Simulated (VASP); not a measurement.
Write the native input for VASP 6.6.1 that does the following.

* Task: single point
* Functional: r2SCAN
* Potentials or basis: VASP PAW PBE potentials, release 64 (B, N)
* Cutoff: 520 eV
* k mesh: 12 × 12 × 6
* Occupations: gaussian, width 0.01 eV
* Spin: no spin polarisation
* Dipole correction: no
* Further INCAR settings: ALGO = Normal; EDIFF = 1e-06; NBANDS = 16

The system is BN.

```
CELL_PARAMETERS angstrom
2.46153 0.00000 0.00000
-1.23076 2.20312 0.00000
0.00000 0.00000 4.20782
ATOMIC_POSITIONS crystal
B 0.66679 0.33358 0.00042
B 0.33321 0.66642 0.50042
N 0.66518 0.33037 0.37458
N 0.33482 0.66963 0.87458
```

This cell differs from its parent crystal: uniaxial x strain -3.2%.

These files were run (other wordings do the same):

POSCAR

```
BN
1.0
    2.4615253565      0.0000000000      0.0000000000
   -1.2307626782      2.2031247321      0.0000000000
    0.0000000000      0.0000000000      4.2078167785
B N
2 2
Direct
    0.6667901827      0.3335803655      0.0004246968
    0.3332098173      0.6664196345      0.5004246968
    0.6651842530      0.3303685060      0.3745753032
    0.3348157470      0.6696314940      0.8745753032
```

INCAR.step1

```
SYSTEM = BN
ALGO = Normal
EDIFF = 1E-4
ENCUT = 520
GGA = PE
ISMEAR = 0
LASPH = .True.
LCHARG = .False.
LREAL = .False.
LWAVE = .True.
NBANDS = 16
NELM = 60
PREC = Accurate
SIGMA = 0.01
```

INCAR.step2

```
SYSTEM = BN
ALGO = Normal
EDIFF = 1E-6
ENCUT = 520
ISIF = 2
ISMEAR = 0
ISTART = 1
LASPH = .True.
LCHARG = .False.
LMIXTAU = .True.
LREAL = .False.
LWAVE = .False.
METAGGA = R2SCAN
NBANDS = 16
NELM = 60
PREC = Accurate
SIGMA = 0.01
```

KPOINTS

```
k-points
0
Gamma
  12 12 6
  0 0 0
```

Potentials or basis: VASP PAW PBE potentials, release 64 (B, N).

Run with:

```bash
$ cat potpaw_PBE.64/B/POTCAR potpaw_PBE.64/N/POTCAR > POTCAR
$ cp INCAR.step1 INCAR
$ mpirun -np 1 vasp_std > vasp.out
$ cp INCAR.step2 INCAR
$ mpirun -np 1 vasp_std > vasp.out
```

Results of the run:

- Pressure: 15.2 GPa
- Largest force: 0.008 eV/Å
- Band gap on the k mesh: 5.42 eV, indirect (least direct gap 8.76 eV)

Caveat: the cell differs from its parent crystal (uniaxial x strain -3.2%); the PAW data sets were made with another functional, which shifts forces and pressure a little.

Run time: 2.3 min on 1 thread of AMD EPYC 7R13 Processor (Zen 3), with other jobs on the host, peak memory 0.14 GiB.
